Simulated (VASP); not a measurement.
Write the native input for VASP 6.6.1 that does the following.

```
Task                   : single point
Functional             : PBE
Potentials or basis    : VASP PAW PBE potentials, release 64 (Zn)
Cutoff                 : 520 eV
k mesh                 : 18 × 18 × 18
Occupations            : fermi-dirac, width 0.1 eV
Spin                   : no spin polarisation
Dipole correction      : no
Further INCAR settings : ALGO = Normal; EDIFF = 1e-06; NBANDS = 12
```

The structure of Zn lies in POSCAR:

```
Zn
1.0
    2.1661420600      0.0000000000      0.0000000000
    0.0000000000      2.1661420600      0.0000000000
    0.0000000000      0.0000000000      2.1661420600
Zn
1
Direct
    0.0000000000      0.0000000000      0.0000000000
```

The input as run:

INCAR

```
PREC = Accurate
ENCUT = 520
EDIFF = 1E-6
ISMEAR = -1
SIGMA = 0.1
LREAL = False
LASPH = True
NELM = 80
ALGO = Normal
ISIF = 2
LWAVE = False
LCHARG = False
GGA = PE
NBANDS = 12
```

KPOINTS

```
Automatic mesh
0
Gamma
  18 18 18
```

Potentials or basis: VASP PAW PBE potentials, release 64 (Zn).

Command:

```bash
$ cat potpaw_PBE.64/Zn/POTCAR > POTCAR
$ mpirun -np 1 vasp_std > vasp.out
```

Results of the run:

The pressure is 122.2 GPa. The band gap on the k mesh is zero (band 6 reaches 14.98 eV, above the bottom of band 7 at 4.36 eV).

Wall time 4.8 s on 1 thread of Intel(R) Xeon(R) 6975P-C (Granite Rapids), with other jobs on the host, peak memory 0.13 GiB.
